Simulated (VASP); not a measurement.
**Ni: electric field gradients with PBE**

Crystal: Ni.

```
CELL_PARAMETERS angstrom
0.00000 1.79122 1.79122
1.79122 0.00000 1.79122
1.79122 1.79122 0.00000
ATOMIC_POSITIONS crystal
Ni 0.00000 0.00000 0.00000
```

This cell differs from its parent crystal: volume scaled by 1.04.

```json
{
  "Program": "VASP 6.6.1",
  "Task": "electric field gradients",
  "Functional": "PBE",
  "Potentials or basis": "VASP PAW PBE potentials, release 64 (Ni)",
  "Cutoff": "520 eV",
  "k mesh": "18 × 18 × 18",
  "Occupations": "fermi-dirac, width 0.05 eV",
  "Spin": "collinear spin, ferromagnetic start",
  "Starting moments": "[1.5] μB",
  "Dipole correction": "no",
  "Further INCAR settings": "ALGO = Normal; EDIFF = 1e-08; NBANDS = 15"
}
```

```
Pressure                                              : -9.4 GPa
Net moment                                            : 0.62 μB per cell
Site moments                                          : Ni +0.64 μB
Valence electrons inside the program's atomic spheres : Ni 9.22
```

Levels at points of the mesh, in eV from the Fermi level:
Spin up:
```csv
k point,band 2,band 3,band 4,band 5,band 6,band 7,band 8,band 9
"(0.00, 0.00, 0.00)",-2.30,-2.30,-2.30,-1.21,-1.21,23.25,26.69,26.69
"(0.50, 0.00, 0.00)",-2.27,-2.27,-0.61,-0.61,-0.19,5.28,21.77,23.73
"(0.50, 0.50, 0.00)",-3.92,-0.55,-0.50,-0.50,2.42,8.74,14.32,14.32
```
Spin down:
```csv
k point,band 2,band 3,band 4,band 5,band 6,band 7,band 8,band 9
"(0.00, 0.00, 0.00)",-1.54,-1.54,-1.54,-0.63,-0.63,23.08,26.67,26.67
"(0.50, 0.00, 0.00)",-1.66,-1.66,-0.26,0.14,0.14,5.70,21.62,23.81
"(0.50, 0.50, 0.00)",-3.30,0.05,0.36,0.36,2.37,8.98,14.32,14.32
```

Run time: 66 s on 1 thread of AMD EPYC 7R13 Processor (Zen 3) (shared host), peak memory 0.14 GiB.

Caveat: without QUAD_EFG the Cq values of the log hold for a quadrupole moment of 1 mb, not for the nuclei.
